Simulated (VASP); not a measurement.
# WSe2 in VASP: further runs

Runs on WSe2. Level: PBEsol. Tasks: single point.

All numbers are computed with VASP 6.6.1; they aren't measurements. Logs are shortened: lines on timing, memory, paths and dates and some standing lists are left out, and cuts for length are marked.

### Step 1. The cell of the first run

The cell holds a slab with vacuum, 6 atoms: a = 3.271 Å, b = 3.271 Å, c = 23.987 Å, α = 90.00°, β = 90.00°, γ = 120.00°.

### Step 2. Single point, PBEsol (atom 1 (W) moved by -0.830 Å along [1 0 0] and +0.277 Å along [0 0 1])

Contents of INCAR:

```
ALGO = Normal
EDIFF = 1E-7
ENCUT = 520
GGA = PS
ISIF = 2
ISMEAR = 0
LASPH = T
LCHARG = F
LREAL = F
LWAVE = F
NBANDS = 35
NELM = 80
PREC = Accurate
SIGMA = 0.05
```

Contents of KPOINTS:

```
k-points
0
Gamma
  9 9 2
```

Contents of POSCAR:

```
WSe2
1.0
    3.2705808386      0.0000000000      0.0000000000
   -1.6352904193      2.8324060913      0.0000000000
    0.0000000000      0.0000000000     23.9869951139
W Se
2 4
Direct
    0.4128891143      0.3333333333      0.1491575590
    0.3333333333      0.6666666667      0.8623778584
    0.3333333333      0.6666666667      0.2073407565
    0.6666666667      0.3333333333      0.9321940382
    0.3333333333      0.6666666667      0.0678059618
    0.6666666667      0.3333333333      0.7926592435
```

Potentials or basis: VASP PAW PBE potentials, release 64 (W_sv, Se).

Run with:

```sh
$ cat potpaw_PBE.64/W_sv/POTCAR potpaw_PBE.64/Se/POTCAR > POTCAR
$ mpirun -np 1 vasp_std > vasp.out
```

OUTCAR:

```text
EDIFF = 1E-7
   ENCUT = 520
   GGA = PS
   ISIF = 2
   ISMEAR = 0
   LASPH = T
   LREAL = F
   NELM = 80
   PREC = Accurate

 ion  position               nearest neighbor table
   1  0.413  0.333  0.149-   3 1.87   5 2.31   3 2.49   5 2.84   3 2.99
   2  0.333  0.667  0.862-   6 2.52   6 2.52   6 2.52   4 2.52   4 2.52   4 2.52
   3  0.333  0.667  0.207-   1 1.87   1 2.49   1 2.99
   4  0.667  0.333  0.932-   2 2.52   2 2.52   2 2.52
   5  0.333  0.667  0.068-   1 2.31   1 2.84
   6  0.667  0.333  0.793-   2 2.52   2 2.52   2 2.52

  LATTYP: Found a hexagonal cell.
 ALAT       =     3.2705808386
 C/A-ratio  =     7.3341697691

  Lattice vectors:

 A1 = (   3.2705808386,   0.0000000000,   0.0000000000)
 A2 = (  -1.6352904193,   2.8324060913,   0.0000000000)
 A3 = (   0.0000000000,   0.0000000000,  23.9869951139)

Analysis of symmetry for initial positions (statically):
=====================================================================
 Subroutine PRICEL returns:
 Original cell was already a primitive cell.

 Routine SETGRP: Setting up the symmetry group for a
 hexagonal supercell.

 Subroutine GETGRP returns: Found  1 space group operations
 (whereof  1 operations were pure point group operations)
 out of a pool of 24 trial point group operations.

The static configuration has the point symmetry C_1 .

Analysis of symmetry for dynamics (positions and initial velocities):
=====================================================================
 Subroutine PRICEL returns:
 Original cell was already a primitive cell.

 Routine SETGRP: Setting up the symmetry group for a
 hexagonal supercell.

 Subroutine GETGRP returns: Found  1 space group operations
 (whereof  1 operations were pure point group operations)
 out of a pool of 24 trial point group operations.

The dynamic configuration has the point symmetry C_1 .

 Subroutine INISYM returns: Found  1 space group operations
 (whereof  1 operations are pure point group operations),
 and found     1 'primitive' translations

----------------------------------------------------------------------------------------

                                     Primitive cell

  volume of cell :     222.2062

  direct lattice vectors                    reciprocal lattice vectors
     3.270580839  0.000000000  0.000000000     0.305756087  0.176528359  0.000000000
    -1.635290419  2.832406091  0.000000000     0.000000000  0.353056718  0.000000000
     0.000000000  0.000000000 23.986995114     0.000000000  0.000000000  0.041689257

  length of vectors
     3.270580839  3.270580839 23.986995114     0.353056718  0.353056718  0.041689257

  position of ions in fractional coordinates (direct lattice)
     0.412889114  0.333333333  0.149157559
     0.333333333  0.666666667  0.862377858
     0.333333333  0.666666667  0.207340757
     0.666666667  0.333333333  0.932194038
     0.333333333  0.666666667  0.067805962
     0.666666667  0.333333333  0.792659243

  ion indices of the primitive-cell ions
   primitive index   ion index
                 1           1
                 2           2
                 3           3
                 4           4
                 5           5
                 6           6

----------------------------------------------------------------------------------------

 KPOINTS: k-points

Automatic generation of k-mesh.
 Grid dimensions read from file:
 generate k-points for:    9    9    2

 Generating k-lattice:

  Cartesian coordinates                     Fractional coordinates (reciprocal lattice)
     0.033972899  0.019614262  0.000000000     0.111111111  0.000000000  0.000000000
     0.000000000  0.039228524  0.000000000     0.000000000  0.111111111  0.000000000
     0.000000000  0.000000000  0.020844628     0.000000000  0.000000000  0.500000000

  Length of vectors
     0.039228524  0.039228524  0.020844628

  Shift w.r.t. Gamma in fractional coordinates (k-lattice)
     0.000000000  0.000000000  0.000000000

 Subroutine IBZKPT returns following result:
 ===========================================

 Found     82 irreducible k-points:

 Following reciprocal coordinates:
            Coordinates               Weight
  0.000000  0.000000  0.000000      1.000000
  0.111111  0.000000  0.000000      2.000000
  0.000000  0.111111  0.000000      2.000000
 -0.111111  0.111111  0.000000      2.000000
  0.222222 -0.000000  0.000000      2.000000
  0.000000  0.222222  0.000000      2.000000
[... 16 lines left out ...]
  0.333333  0.111111  0.000000      2.000000
 -0.111111  0.444444  0.000000      2.000000
 [... further k-points ...]
   k-points           NKPTS =     82   k-points in BZ     NKDIM =     82   number of bands    NBANDS=     35
   number of dos      NEDOS =    301   number of ions     NIONS =      6
   total plane-waves  NPLWV = 103680
   dimension x,y,z NGX =    24 NGY =   24 NGZ =  180
   dimension x,y,z NGXF=    48 NGYF=   48 NGZF=  360
   ions per type =               2   4
   NGX,Y,Z   is equivalent  to a cutoff of  12.20, 12.20, 12.48 a.u.
   NGXF,Y,Z  is equivalent  to a cutoff of  24.40, 24.40, 24.95 a.u.
 SYSTEM =  unknown system
   PREC   = accura    normal or accurate (medium, high low for compatibility)
   ISTART =      0    job   : 0-new  1-cont  2-samecut
   ICHARG =      2    charge: 1-file 2-atom 10-const
   ISPIN  =      1    spin polarized calculation?
   LNONCOLLINEAR =      F non collinear calculations
   LSORBIT =      F    spin-orbit coupling
   LASPH  =      T    aspherical Exc in radial PAW
   ENCUT  =  520.0 eV  38.22 Ry    6.18 a.u.   6.08  6.08 44.60*2*pi/ulx,y,z
   NELM   =     80;   NELMIN=  2; NELMDL= -5     # of ELM steps
   EDIFF  = 0.1E-06   stopping-criterion for ELM
   LREAL  =      F    real-space projection
   EDIFFG = 0.1E-05   stopping-criterion for IOM
   NSW    =      0    number of steps for IOM
   IBRION =     -1    ionic relax: 0-MD 1-quasi-New 2-CG
   NFREE  =      0    steps in history (QN), initial steepest desc. (CG)
   ISIF   =      2    stress and relaxation
   ISYM   =      2    0-nonsym 1-usesym 2-fastsym
   POTIM  = 0.5000    time-step for ionic-motion
   TEBEG  =    0.0;   TEEND  =   0.0 temperature during run
   PSTRESS=    0.0 pullay stress
   NELECT =      52.0000    total number of electrons
   NUPDOWN=      -1.0000    fix difference up-down
   EMIN   =  10.00;   EMAX   =-10.00  energy-range for DOS
   EFERMI =   0.00;   METHOD = LEGACY
   ISMEAR =     0;   SIGMA  =   0.05  broadening in eV -4-tet -1-fermi 0-gaus
   EFERMI_NEDOS =   21; number of points for ismear=-14 and -15
   IALGO  =     38    algorithm
   IMIX   =      4    mixing-type and parameters
     AMIX     =   0.40;   BMIX     =  1.00
     AMIX_MAG =   1.60;   BMIX_MAG =  1.00
  volume/ion in A,a.u.               =      37.03       249.92
  Fermi-wavevector in a.u.,A,eV,Ry     =   1.008844  1.906438 13.847540  1.017765
  Thomas-Fermi vector in A             =   2.141735
   LORBIT       =      0    0 simple, 1 ext, 2 COOP (PROOUT), +10 PAW based schemes
   GGA     = PS    functional components
   LHFCALC =     F    Hartree Fock is set to
   AEXX    =    0.0000 exact exchange contribution
   IVDW    =     0    specifies the selected vdW correction
   LEPSILON=     F    determine dielectric tensor
   LRPA    =     F    only Hartree local field effects (RPA)
 non-spin polarized calculation
 Gauss-broadening in eV      SIGMA  =   0.05
  energy-cutoff  :      520.00
  volume of cell :      222.21
 maximum number of plane-waves:      6072
   NGX = 13   NGY = 13   NGZ = 89

 number of electron      52.0000004 magnetization

 Free energy of the ion-electron system (eV)
  ---------------------------------------------------
  ext. energy  EPLUGINS =         0.00000000
  ---------------------------------------------------
  free energy    TOTEN  =       -39.47758972 eV

  energy without entropy =      -39.47669731  energy(sigma->0) =      -39.47714351

 E-fermi :   1.8889     XC(G=0):  -6.3446

 val. band max:        1.8498275202   @ k =   0.0000   0.3333   0.5000
 cond. band min:       1.9320958531   @ k =  -0.1111   0.3333   0.0000
 fundamental gap:      0.0822683329
 Fermi energy:         1.8888630539

 k-point     1 :       0.0000    0.0000    0.0000
  band No.  band energies     occupation
      1     -72.8627      2.00000
      2     -72.7354      2.00000
      3     -37.8972      2.00000
      4     -37.1299      2.00000
      5     -37.0814      2.00000
      6     -36.9777      2.00000
[... 27 lines left out ...]
     34       5.2813      0.00000
     35       5.3819      0.00000

 k-point     2 :       0.1111    0.0000    0.0000
  band No.  band energies     occupation
      1     -72.8614      2.00000
      2     -72.7341      2.00000
      3     -37.8968      2.00000
      4     -37.1242      2.00000
      5     -37.0845      2.00000
      6     -37.0073      2.00000
[... 27 lines left out ...]
     34       5.4373      0.00000
     35       5.6073      0.00000

 k-point     3 :       0.0000    0.1111    0.0000
  band No.  band energies     occupation
      1     -72.8614      2.00000
      2     -72.7339      2.00000
      3     -37.9027      2.00000
      4     -37.1242      2.00000
      5     -37.0983      2.00000
      6     -37.0074      2.00000
[... 27 lines left out ...]
     34       5.0784      0.00000
     35       5.8074      0.00000
[... 723 lines left out ...]
 k-point    23 :       0.3333    0.1111    0.0000
  band No.  band energies     occupation
      1     -72.8523      2.00000
      2     -72.7250      2.00000
      3     -37.9017      2.00000
      4     -37.1929      2.00000
      5     -37.1157      2.00000
      6     -37.0850      2.00000
[... 27 lines left out ...]
     34       5.4570      0.00000
     35       6.6695      0.00000

 k-point    24 :      -0.1111    0.4444    0.0000
  band No.  band energies     occupation
      1     -72.8523      2.00000
      2     -72.7231      2.00000
      3     -37.9669      2.00000
      4     -37.2007      2.00000
      5     -37.1929      2.00000
      6     -37.0850      2.00000
[... 27 lines left out ...]
     34       5.9493      0.00000
     35       6.6406      0.00000

 [... further k-points ...]
[... 5 lines left out ...]
  --------------------------------------------------------------------------------------
  -------------------------------------------------------------------------------------
  Total       10.0050745     12.7478207     28.2383578    -10.4475822     13.9711588    -12.1373431
  in kB       72.1397533     91.9158220    203.6074966    -75.3303744    100.7364768    -87.5140850
  external PRESSURE =     122.5543573 kB  Pullay stress =       0.0000000 kB

 VOLUME and BASIS-vectors are now :
 -----------------------------------------------------------------------------
  energy-cutoff  :      520.00
  volume of cell :      222.21
      direct lattice vectors                 reciprocal lattice vectors
     3.270580839  0.000000000  0.000000000     0.305756087  0.176528359  0.000000000
    -1.635290419  2.832406091  0.000000000     0.000000000  0.353056718  0.000000000
     0.000000000  0.000000000 23.986995114     0.000000000  0.000000000  0.041689257

 POSITION                                       TOTAL-FORCE (eV/Angst)
 -----------------------------------------------------------------------------------
      0.80529      0.94414      3.57784        11.330668    -10.639592    -17.583709
     -0.00000      1.88827     20.68585        -0.011421     -0.003164      0.000045
     -0.00000      1.88827      4.97348       -10.265415     10.375822     18.645211
      1.63529      0.94414     22.36053        -0.016314      0.001847      0.077512
     -0.00000      1.88827      1.62646        -1.037152      0.264405     -1.075396
      1.63529      0.94414     19.01351        -0.000367      0.000683     -0.063664
 -----------------------------------------------------------------------------------
    total drift:                                0.000098     -0.000087     -0.000378

  FREE ENERGIE OF THE ION-ELECTRON SYSTEM (eV)
  ---------------------------------------------------
  free  energy   TOTEN  =       -39.4775897216 eV

  energy  without entropy=      -39.4766973073  energy(sigma->0) =      -39.47714351
```

Wall time 8.2 min (1 thread of Intel Xeon 6975P-C (Granite Rapids), shared host); peak memory 0.67 GiB.

What came out:

```yaml
Free_energy: -39.4776 eV
Largest_force: 23.679 eV/Å
Band_gap_on_the_k_mesh: zero (bands 26 and 27 overlap by 0.42 eV)
```

Forces in eV/Å, atoms in the order of the input:
```
W    11.331 -10.640 -17.584
W    -0.011  -0.003   0.000
Se  -10.265  10.376  18.645
Se   -0.016   0.002   0.078
Se   -1.037   0.264  -1.075
Se    0.000   0.001  -0.064
```

Caveat: the cell differs from its parent crystal (atom 1 (W) moved by -0.830 Å along [1 0 0] and +0.277 Å along [0 0 1]); atoms lie so close that the PAW spheres overlap strongly, which falsifies energies and pressures; the PAW data sets were made with another functional, which shifts forces and pressure a little; spin-orbit coupling is left out, which moves the levels of the heavy elements.

### Step 3. Single point, PBEsol (atom 1 (W) moved by -0.277 Å along [1 0 0] and +0.830 Å along [0 0 1])

Contents of INCAR:

```
  PREC = Accurate
  ENCUT = 520
  EDIFF = 1E-6
  ISMEAR = 0
  SIGMA = 0.05
  LREAL = False
  LASPH = True
  NELM = 60
  ALGO = Normal
  ISIF = 2
  LWAVE = False
  LCHARG = True
  GGA = PS
  LELF = True
  LVHAR = True
  NBANDS = 35
```

Contents of KPOINTS:

```
Automatic mesh
0
Gamma
  9 9 2
```

Edit POSCAR of step 2 so:

```diff
@@ -8,3 +8,3 @@
 Direct
-    0.4128891143      0.3333333333      0.1491575590
+    0.5820639573      0.3333333333      0.1722242248
     0.3333333333      0.6666666667      0.8623778584
```

Potentials or basis: VASP PAW PBE potentials, release 64 (W_sv, Se).

Run with:

```sh
$ cat potpaw_PBE.64/W_sv/POTCAR potpaw_PBE.64/Se/POTCAR > POTCAR
$ mpirun -np 1 vasp_std > vasp.out
```

Run time: 7.9 min. Hardware: 1 thread of Intel Xeon 6975P-C (Granite Rapids), shared host; peak memory 0.66 GiB.

Results (log left out):

```
Free energy            : -36.7147 eV
Largest force          : 24.759 eV/Å
Band gap on the k mesh : zero (bands 26 and 27 overlap by 2.08 eV)
```

Forces on the atoms (eV/Å):
```
W    15.000  -5.758 -18.837
W     0.002  -0.001  -0.012
Se  -14.974   5.779  16.979
Se    0.003   0.000   0.071
Se   -0.032  -0.021   1.870
Se    0.001   0.000  -0.071
```

Levels at points of the mesh, in eV from the Fermi level:
```tsv
k point	band 23	band 24	band 25	band 26	band 27	band 28	band 29	band 30
(0.00, 0.00, 0.00)	-1.21	-0.38	-0.05	1.72	1.76	2.51	2.96	3.02
(0.00, 0.00, 0.50)	-1.21	-0.38	-0.05	1.72	1.76	2.51	2.96	3.02
```

Caveat: the cell differs from its parent crystal (atom 1 (W) moved by -0.277 Å along [1 0 0] and +0.830 Å along [0 0 1]); atoms lie so close that the PAW spheres overlap strongly, which falsifies energies and pressures; the PAW data sets were made with another functional, which shifts forces and pressure a little; spin-orbit coupling is left out, which moves the levels of the heavy elements.
